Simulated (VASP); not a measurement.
# AlNi3 (Pm-3m) in VASP: settings compared

AlNi3 is run at these levels: PBE, BLYP+D4, PBEsol; tasks: single point, relaxation of cell and atoms.

Everything below comes from runs of VASP 6.6.1. Logs are shortened: lines on timing, memory, paths and dates and some standing lists are left out, and cuts for length are marked.

## (1) The cell of the first run

Symmetry: Pm-3m, No. 221, cubic system. The conventional cell has a = 3.523 Å, b = 3.523 Å, c = 3.523 Å, α = 90.00°, β = 90.00°, γ = 90.00°. Within 3.3 Å of Ni (site symmetry 4/mmm) lie 8 Ni at 2.49 Å and 4 Al at 2.49 Å. Al (site symmetry m-3m) has 12 Ni at 2.49 Å within 3.3 Å.

## (2) Single point, PBE, collinear spin, ferromagnetic start

File INCAR:

```
SYSTEM = AlNi3
PREC = Accurate
ENCUT = 520
EDIFF = 1E-7
ISMEAR = 0
SIGMA = 0.028000000000000004
LREAL = .FALSE.
LASPH = .TRUE.
NELM = 150
ALGO = Normal
ISIF = 2
LWAVE = .FALSE.
LCHARG = .FALSE.
ISPIN = 2
MAGMOM = 1 1 1 0
LORBIT = 11
LMAXMIX = 4
GGA = PE
NBANDS = 28
```

File KPOINTS:

```
Automatic mesh
0
G
  8 8 8
  0 0 0
```

File POSCAR:

```
AlNi3
1.0
    3.5230547267      0.0000000000      0.0000000000
    0.0000000000      3.5230547267      0.0000000000
    0.0000000000      0.0000000000      3.5230547267
Ni Al
3 1
Direct
    0.5000000000      0.5000000000      0.0000000000
    0.5000000000      0.0000000000      0.5000000000
    0.0000000000      0.5000000000      0.5000000000
    0.0000000000      0.0000000000      0.0000000000
```

Potentials or basis: VASP PAW PBE potentials, release 64 (Ni, Al).

Run with:

```bash
cat potpaw_PBE.64/Ni/POTCAR potpaw_PBE.64/Al/POTCAR > POTCAR
mpirun -np 1 vasp_std > vasp.out
```

OUTCAR:

```text
SYSTEM = AlNi3
   PREC = Accurate
   ENCUT = 520
   EDIFF = 1E-7
   ISMEAR = 0
   LREAL = .FALSE.
   LASPH = .TRUE.
   NELM = 150
   ISIF = 2
   ISPIN = 2
   LORBIT = 11
   GGA = PE

 ion  position               nearest neighbor table
   1  0.500  0.500  0.000-   2 2.49   3 2.49   4 2.49   2 2.49   3 2.49   2 2.49   4 2.49   2 2.49
                             3 2.49   4 2.49   3 2.49   4 2.49
   2  0.500  0.000  0.500-   1 2.49   3 2.49   4 2.49   1 2.49   4 2.49   1 2.49   3 2.49   1 2.49
                             3 2.49   4 2.49   4 2.49   3 2.49
   3  0.000  0.500  0.500-   1 2.49   2 2.49   4 2.49   1 2.49   4 2.49   2 2.49   4 2.49   4 2.49
                             1 2.49   2 2.49   1 2.49   2 2.49
   4  0.000  0.000  0.000-   1 2.49   2 2.49   3 2.49   2 2.49   3 2.49   1 2.49   3 2.49   3 2.49
                             1 2.49   2 2.49   2 2.49   1 2.49

  LATTYP: Found a simple cubic cell.
 ALAT       =     3.5230547267

  Lattice vectors:

 A1 = (   3.5230547267,   0.0000000000,   0.0000000000)
 A2 = (   0.0000000000,   3.5230547267,   0.0000000000)
 A3 = (   0.0000000000,   0.0000000000,   3.5230547267)

Analysis of symmetry for initial positions (statically):
=====================================================================
 Subroutine PRICEL returns:
 Original cell was already a primitive cell.

 Routine SETGRP: Setting up the symmetry group for a
 simple cubic supercell.

 Subroutine GETGRP returns: Found 48 space group operations
 (whereof 48 operations were pure point group operations)
 out of a pool of 48 trial point group operations.

The static configuration has the point symmetry O_h .

Analysis of symmetry for dynamics (positions and initial velocities):
=====================================================================
 Subroutine PRICEL returns:
 Original cell was already a primitive cell.

 Routine SETGRP: Setting up the symmetry group for a
 simple cubic supercell.

 Subroutine GETGRP returns: Found 48 space group operations
 (whereof 48 operations were pure point group operations)
 out of a pool of 48 trial point group operations.

The dynamic configuration has the point symmetry O_h .

Analysis of structural, dynamic, and magnetic symmetry:
=====================================================================
 Subroutine PRICEL returns:
 Original cell was already a primitive cell.

 Routine SETGRP: Setting up the symmetry group for a
 simple cubic supercell.

 Subroutine GETGRP returns: Found 48 space group operations
 (whereof 48 operations were pure point group operations)
 out of a pool of 48 trial point group operations.

The overall configuration has the point symmetry O_h .

 Subroutine INISYM returns: Found 48 space group operations
 (whereof 48 operations are pure point group operations),
 and found     1 'primitive' translations

----------------------------------------------------------------------------------------

                                     Primitive cell

  volume of cell :      43.7279

  direct lattice vectors                    reciprocal lattice vectors
     3.523054727  0.000000000  0.000000000     0.283844583  0.000000000  0.000000000
     0.000000000  3.523054727  0.000000000     0.000000000  0.283844583  0.000000000
     0.000000000  0.000000000  3.523054727     0.000000000  0.000000000  0.283844583

  length of vectors
     3.523054727  3.523054727  3.523054727     0.283844583  0.283844583  0.283844583

  position of ions in fractional coordinates (direct lattice)
     0.500000000  0.500000000  0.000000000
     0.500000000  0.000000000  0.500000000
     0.000000000  0.500000000  0.500000000
     0.000000000  0.000000000  0.000000000

  ion indices of the primitive-cell ions
   primitive index   ion index
                 1           1
                 2           2
                 3           3
                 4           4

----------------------------------------------------------------------------------------

 KPOINTS: Automatic mesh

Automatic generation of k-mesh.
 Grid dimensions read from file:
 generate k-points for:    8    8    8

 Generating k-lattice:

  Cartesian coordinates                     Fractional coordinates (reciprocal lattice)
     0.035480573  0.000000000  0.000000000     0.125000000  0.000000000  0.000000000
     0.000000000  0.035480573  0.000000000     0.000000000  0.125000000  0.000000000
     0.000000000  0.000000000  0.035480573     0.000000000  0.000000000  0.125000000

  Length of vectors
     0.035480573  0.035480573  0.035480573

  Shift w.r.t. Gamma in fractional coordinates (k-lattice)
     0.000000000  0.000000000  0.000000000

 Subroutine IBZKPT returns following result:
 ===========================================

 Found     35 irreducible k-points:

 Following reciprocal coordinates:
            Coordinates               Weight
  0.000000  0.000000  0.000000      1.000000
  0.125000  0.000000  0.000000      6.000000
[... 94 lines left out ...]
     28      24.1634      0.00000

 k-point     2 :       0.1250    0.0000    0.0000
  band No.  band energies     occupation
      1      -0.0383      1.00000
      2       5.5021      1.00000
      3       6.0196      1.00000
      4       6.2540      1.00000
      5       6.5225      1.00000
      6       6.5225      1.00000
[... 20 lines left out ...]
     27      23.5423      0.00000
     28      23.5423      0.00000

 k-point     3 :       0.2500    0.0000    0.0000
  band No.  band energies     occupation
      1       0.5359      1.00000
      2       5.2316      1.00000
      3       5.9366      1.00000
      4       6.5895      1.00000
      5       6.6138      1.00000
      6       6.6138      1.00000
[... 616 lines left out ...]
      3       5.2505      1.00000
      4       6.6441      1.00000
      5       6.7971      1.00000
      6       7.0441      1.00000
[... 20 lines left out ...]
     27      24.1514      0.00000
     28      26.1089      0.00000

 k-point    24 :       0.5000    0.3750    0.1250
  band No.  band energies     occupation
      1       3.7146      1.00000
      2       4.5828      1.00000
      3       5.4723      1.00000
      4       6.5823      1.00000
      5       6.8306      1.00000
      6       7.1620      1.00000
[... 20 lines left out ...]
     27      25.0016      0.00000
     28      25.2619      0.00000

 [... further k-points ...]

 spin component 2

 k-point     1 :       0.0000    0.0000    0.0000
  band No.  band energies     occupation
      1      -0.2651      1.00000
      2       5.5285      1.00000
      3       6.2930      1.00000
      4       6.2930      1.00000
      5       6.7915      1.00000
      6       6.7915      1.00000
[... 20 lines left out ...]
     27      24.1618      0.00000
     28      24.1618      0.00000

 k-point     2 :       0.1250    0.0000    0.0000
  band No.  band energies     occupation
      1      -0.0702      1.00000
      2       5.5800      1.00000
      3       6.1623      1.00000
      4       6.4191      1.00000
      5       6.8161      1.00000
      6       6.8161      1.00000
[... 20 lines left out ...]
     27      23.5373      0.00000
     28      23.5373      0.00000

 k-point     3 :       0.2500    0.0000    0.0000
  band No.  band energies     occupation
      1       0.5040      1.00000
      2       5.2792      1.00000
      3       6.0453      1.00000
      4       6.7641      1.00000
      5       6.8788      1.00000
      6       6.8788      1.00000
[... 616 lines left out ...]
      3       5.3016      1.00000
      4       6.7698      1.00000
      5       6.9392      1.00000
      6       7.2837      1.00000
[... 20 lines left out ...]
     27      24.1279      0.00000
     28      26.1240      0.00000

 k-point    24 :       0.5000    0.3750    0.1250
  band No.  band energies     occupation
      1       3.6987      1.00000
      2       4.6051      1.00000
      3       5.5495      1.00000
      4       6.7161      1.00000
      5       6.9437      1.00000
      6       7.4058      1.00000
[... 20 lines left out ...]
     27      24.9751      0.00000
     28      25.2880      0.00000

 [... further k-points ...]

------------------------ aborting loop because EDIFF is reached ----------------------------------------

  FORCE on cell =-STRESS in cart. coord.  units (eV):
  Direction    XX          YY          ZZ          XY          YZ          ZX
  --------------------------------------------------------------------------------------
  -------------------------------------------------------------------------------------
  Total        2.0037944      2.0037944      2.0037944      0.0000000      0.0000000     -0.0000000
  in kB       73.4185116     73.4185116     73.4185116      0.0000000      0.0000000     -0.0000000
  external PRESSURE =      73.4185116 kB  Pullay stress =       0.0000000 kB

 VOLUME and BASIS-vectors are now :
 -----------------------------------------------------------------------------
  energy-cutoff  :      520.00
  volume of cell :       43.73
      direct lattice vectors                 reciprocal lattice vectors
     3.523054727  0.000000000  0.000000000     0.283844583  0.000000000  0.000000000
     0.000000000  3.523054727  0.000000000     0.000000000  0.283844583  0.000000000
     0.000000000  0.000000000  3.523054727     0.000000000  0.000000000  0.283844583

 POSITION                                       TOTAL-FORCE (eV/Angst)
 -----------------------------------------------------------------------------------
      1.76153      1.76153      0.00000         0.000000      0.000000      0.000000
      1.76153      0.00000      1.76153         0.000000      0.000000      0.000000
      0.00000      1.76153      1.76153         0.000000      0.000000      0.000000
      0.00000      0.00000      0.00000         0.000000      0.000000      0.000000
 -----------------------------------------------------------------------------------
    total drift:                                0.000000      0.000000      0.000000

  FREE ENERGIE OF THE ION-ELECTRON SYSTEM (eV)
  ---------------------------------------------------
  free  energy   TOTEN  =       -21.8573075214 eV

  energy  without entropy=      -21.8557436944  energy(sigma->0) =      -21.85652561

 total charge

# of ion       s       p       d       tot
------------------------------------------
    1        0.507   0.546   8.394   9.448
    2        0.507   0.546   8.394   9.448
    3        0.507   0.546   8.394   9.448
    4        0.413   0.405   0.000   0.818
--------------------------------------------------
tot          1.935   2.044  25.182  29.161

 magnetization (x)

# of ion       s       p       d       tot
------------------------------------------
    1       -0.003  -0.011   0.282   0.267
    2       -0.003  -0.011   0.282   0.267
    3       -0.003  -0.011   0.282   0.267
    4       -0.001  -0.008   0.000  -0.009
--------------------------------------------------
tot         -0.011  -0.041   0.845   0.793
```

It took 37 s on 1 thread of Intel Xeon 6975P-C (Granite Rapids), shared host; peak memory 0.21 GiB.

Results:

```yaml
Free_energy: -21.8573 eV
Pressure: 7.3 GPa
Net_moment: 0.75 μB per cell
Site_moments: Ni +0.27; Al -0.01 μB
Valence_electrons_inside_the_program's_atomic_spheres: Ni 9.45; Al 0.82
```

Caveat: the cell stands under pressure.

## (3) Single point, BLYP+D4, collinear spin, ferromagnetic start

This run uses another cell than the first one, of 11.02 Å³/atom.

File INCAR:

```
SYSTEM = AlNi3
  PREC = Accurate
  ENCUT = 520
  EDIFF = 1E-6
  ISMEAR = -1
  SIGMA = 0.05
  LREAL = .FALSE.
  LASPH = .TRUE.
  NELM = 150
  ALGO = Fast
  ISIF = 2
  LWAVE = .FALSE.
  LCHARG = .FALSE.
  ISPIN = 2
  MAGMOM = 1 1 1 0
  LORBIT = 11
  LMAXMIX = 4
  GGA = B5
  ALDAX = 1.0
  AGGAX = 1.0
  AGGAC = 1.0
  ALDAC = 0.0
  IVDW = 13
  VDW_S6 = 1.0
  VDW_S8 = 2.34076671
  VDW_A1 = 0.44488865
  VDW_A2 = 4.0933009
  NBANDS = 28
```

File KPOINTS:

```
regular mesh
0
G
  8 8 8
  0 0 0
```

File POSCAR:

```
AlNi3
1.0
    3.5324094251      0.0000000000      0.0000000000
    0.0000000000      3.5324094251      0.0000000000
    0.0000000000      0.0000000000      3.5324094251
Ni Al
3 1
Direct
    0.5000000000      0.5000000000      0.0000000000
    0.5000000000      0.0000000000      0.5000000000
    0.0000000000      0.5000000000      0.5000000000
    0.0000000000      0.0000000000      0.0000000000
```

Potentials or basis: VASP PAW PBE potentials, release 64 (Ni, Al).

Run with:

```bash
cat potpaw_PBE.64/Ni/POTCAR potpaw_PBE.64/Al/POTCAR > POTCAR
mpirun -np 1 vasp_std > vasp.out
```

Run time: 47 s. Hardware: 1 thread of Intel Xeon 6975P-C (Granite Rapids), shared host; peak memory 0.21 GiB.

Results (log left out):

| Quantity | Value |
| --- | --- |
| Free energy | -21.7288 eV |
| Pressure | 0.3 GPa |
| Net moment | 0.61 μB per cell |
| Site moments | Ni +0.21; Al -0.01 μB |
| Valence electrons inside the program's atomic spheres | Ni 9.48; Al 0.81 |
| Dispersion energy per atom | -0.896 eV |

Levels at points of the mesh, in eV from the Fermi level:
Spin up:
```csv
k point,band 15,band 16,band 17,band 18,band 19,band 20
"(0.00, 0.00, 0.00)",-0.04,-0.04,0.96,0.96,0.96,6.79
"(0.50, 0.00, 0.00)",-1.07,-0.53,-0.03,5.66,5.66,5.76
"(0.50, 0.50, 0.00)",-1.00,-0.97,-0.56,0.91,0.91,8.35
"(0.50, 0.50, 0.50)",-1.10,-0.23,-0.23,-0.23,0.03,3.49
```
Spin down:
```
           k point  band 14  band 15  band 16  band 17  band 18  band 19
(0.00, 0.00, 0.00)     0.33     0.33     0.33     0.94     0.94     0.94
(0.50, 0.00, 0.00)    -0.98    -0.88    -0.38     0.33     5.71     5.71
(0.50, 0.50, 0.00)    -1.14    -0.85    -0.63    -0.45     1.15     1.15
(0.50, 0.50, 0.50)    -0.95    -0.95     0.03     0.09     0.09     0.09
```

Caveat: the PAW data sets were made with another functional, which shifts forces and pressure a little.

## (4) Relaxation of cell and atoms, BLYP+D4, collinear spin, ferromagnetic start

File INCAR:

```
PREC = Accurate ; ENCUT = 600
EDIFF = 1E-6 ; ISMEAR = -1
SIGMA = 0.05 ; LREAL = False
LASPH = True ; NELM = 150
ALGO = Normal ; ISIF = 3
LWAVE = False ; LCHARG = False
ISPIN = 2 ; MAGMOM = 1 1 1 0
LORBIT = 11 ; LMAXMIX = 4
GGA = B5 ; ALDAX = 1.0
AGGAX = 1.0 ; AGGAC = 1.0
ALDAC = 0.0 ; IVDW = 13
VDW_S6 = 1.0 ; VDW_S8 = 2.34076671
VDW_A1 = 0.44488865 ; VDW_A2 = 4.0933009
IBRION = 2 ; NSW = 60
EDIFFG = -0.01
```

File KPOINTS:

```
regular mesh
0
Gamma
  8 8 8
```

File POSCAR:

```
AlNi3
1.0
    3.5230547267      0.0000000000      0.0000000000
    0.0000000000      3.5230547267      0.0000000000
    0.0000000000      0.0000000000      3.5230547267
Ni Al
3 1
Direct
    0.5000000000      0.5000000000      0.0000000000
    0.5000000000      0.0000000000      0.5000000000
    0.0000000000      0.5000000000      0.5000000000
    0.0000000000      0.0000000000      0.0000000000
```

Run with:

```bash
cat potpaw_PBE.64/Ni/POTCAR potpaw_PBE.64/Al/POTCAR > POTCAR
mpirun -np 1 vasp_std > vasp.out
```

Run time: 85 s. Hardware: 1 thread of Intel Xeon 6975P-C (Granite Rapids), shared host; peak memory 0.22 GiB.

It converged, with:

```
Free energy                                           : -21.7301 eV
Relaxed volume                                        : 11.03 Å³/atom
Relaxed cell                                          : a = 3.533 Å, b = 3.533 Å, c = 3.533 Å, α = 90.00°, β = 90.00°, γ = 90.00°
Space group after relaxing (to 0.1 Å)                 : Pm-3m (No. 221)
Energy gained by relaxing                             : 0.5 meV/atom
Ionic steps                                           : 3
Pressure after relaxing                               : 0.1 GPa
Net moment                                            : 0.61 μB per cell
Site moments                                          : Ni +0.21; Al -0.01 μB
Valence electrons inside the program's atomic spheres : Ni 9.48; Al 0.81
Dispersion energy per atom                            : -0.896 eV
```

Step by step:
| step | energy change (eV) | largest force (eV/Å) | pressure (GPa) | volume (Å³) |
| --- | --- | --- | --- | --- |
| 1 | 0.0000 | 0.0000 | 1.80 | 43.73 |
| 2 | 0.0000 | 0.0000 | -1.63 | 44.51 |
| 3 | -0.0021 | 0.0000 | 0.10 | 44.11 |

Final structure:
```
Ni Al
1.0
     3.53325    0.00000    0.00000
     0.00000    3.53325    0.00000
     0.00000    0.00000    3.53325
Ni Al
3 1
Cartesian
  1.7666 1.7666 0.0000
  1.7666 0.0000 1.7666
  0.0000 1.7666 1.7666
  0.0000 0.0000 0.0000
```

Levels at points of the mesh, in eV from the Fermi level:
Spin up:
```tsv
k point	band 14	band 15	band 16	band 17	band 18	band 19	band 20	band 21
(0.00, 0.00, 0.00)	-0.04	-0.04	-0.04	0.96	0.96	0.96	6.79	6.79
(0.50, 0.00, 0.00)	-1.20	-1.07	-0.53	-0.03	5.65	5.65	5.75	5.75
(0.50, 0.50, 0.00)	-1.23	-1.00	-0.97	-0.56	0.91	0.91	8.35	8.35
(0.50, 0.50, 0.50)	-1.10	-1.10	-0.23	-0.23	-0.23	0.03	3.49	4.15
```
Spin down:
```csv
k point,band 14,band 15,band 16,band 17,band 18,band 19
"(0.00, 0.00, 0.00)",0.33,0.33,0.33,0.94,0.94,0.94
"(0.50, 0.00, 0.00)",-0.98,-0.88,-0.38,0.33,5.71,5.71
"(0.50, 0.50, 0.00)",-1.14,-0.84,-0.63,-0.45,1.15,1.15
"(0.50, 0.50, 0.50)",-0.95,-0.95,0.03,0.09,0.09,0.09
```

Caveat: the PAW data sets were made with another functional, which shifts forces and pressure a little.

## (5) Single point, PBEsol, collinear spin, ferromagnetic start

This run uses another cell than the first one, of 10.28 Å³/atom.

File INCAR:

```
SYSTEM = AlNi3
PREC = Accurate
ENCUT = 520
EDIFF = 1E-7
ISMEAR = -1
SIGMA = 0.05
LREAL = .False.
LASPH = .True.
NELM = 150
ALGO = Fast
ISIF = 2
LWAVE = .False.
LCHARG = .False.
ISPIN = 2
MAGMOM = 1 1 1 0
LORBIT = 11
LMAXMIX = 4
GGA = PS
NBANDS = 28
```

File KPOINTS:

```
regular mesh
0
Gamma
  8 8 8
  0 0 0
```

File POSCAR:

```
AlNi3
1.0
    3.4511354705      0.0000000000      0.0000000000
    0.0000000000      3.4511354705      0.0000000000
    0.0000000000      0.0000000000      3.4511354705
Ni Al
3 1
Direct
    0.5000000000      0.5000000000      0.0000000000
    0.5000000000      0.0000000000      0.5000000000
    0.0000000000      0.5000000000      0.5000000000
    0.0000000000      0.0000000000      0.0000000000
```

Run with:

```bash
cat potpaw_PBE.64/Ni/POTCAR potpaw_PBE.64/Al/POTCAR > POTCAR
mpirun -np 1 vasp_std > vasp.out
```

Wall time 2.4 min (1 thread of Intel Xeon 8259CL, shared host); peak memory 0.21 GiB.

It converged, with:

```yaml
Free_energy: -24.2027 eV
Pressure: 13.6 GPa
Net_moment: 0.54 μB per cell
Site_moments: Ni +0.19; Al -0.01 μB
Valence_electrons_inside_the_program's_atomic_spheres: Ni 9.58; Al 0.85
```

Levels at points of the mesh, in eV from the Fermi level:
Spin up:
```csv
k point,band 15,band 16,band 17,band 18,band 19,band 20
"(0.00, 0.00, 0.00)",0.04,0.04,0.89,0.89,0.89,7.10
"(0.50, 0.00, 0.00)",-1.11,-0.49,0.04,5.88,5.88,6.02
"(0.50, 0.50, 0.00)",-1.02,-1.01,-0.60,1.05,1.05,8.62
"(0.50, 0.50, 0.50)",-1.14,-0.35,-0.17,-0.17,-0.17,4.07
```
Spin down:
```
           k point  band 12  band 13  band 14  band 15  band 16  band 17  band 18  band 19  band 20  band 21
(0.00, 0.00, 0.00)    -0.41     0.01     0.34     0.34     0.34     0.87     0.87     0.87     7.18     7.18
(0.50, 0.00, 0.00)    -1.14    -1.08    -1.08    -0.93    -0.34     0.35     5.93     5.93     6.07     6.07
(0.50, 0.50, 0.00)    -1.27    -1.27    -1.20    -0.87    -0.72    -0.50     1.26     1.26     8.66     8.66
(0.50, 0.50, 0.50)    -1.28    -1.28    -1.00    -1.00    -0.35     0.09     0.09     0.09     4.14     4.66
```

Caveat: the cell stands under pressure; the PAW data sets were made with another functional, which shifts forces and pressure a little.

## (6) Summary

```tsv
task	level	cell	cutoff (eV)	smearing	gap on the mesh (eV)	pressure (GPa)	moment (μB)
single point	PBE	a = 3.523 Å, 4 atoms	520	gaussian 0.028 eV	none	7.3	0.75
single point	BLYP+D4	a = 3.532 Å, 4 atoms	520	fermi-dirac 0.05 eV	none	0.3	0.61
relaxation of cell and atoms	BLYP+D4	relaxed from a = 3.523 Å, 4 atoms	600	fermi-dirac 0.05 eV	none	0.1	0.61
single point	PBEsol	a = 3.451 Å, 4 atoms	520	fermi-dirac 0.05 eV	none	13.6	0.54
```

Alike in all rows: potentials or basis VASP PAW PBE potentials, release 64 (Ni, Al); spin collinear, ferromagnetic start; k mesh 8 × 8 × 8.

Caveats: the PAW data sets were made with another functional, which shifts forces and pressure a little (at least some runs); the cell stands under pressure (at least some runs).

Total energies depend on the potentials used, so only differences within one code and one set of settings carry meaning.
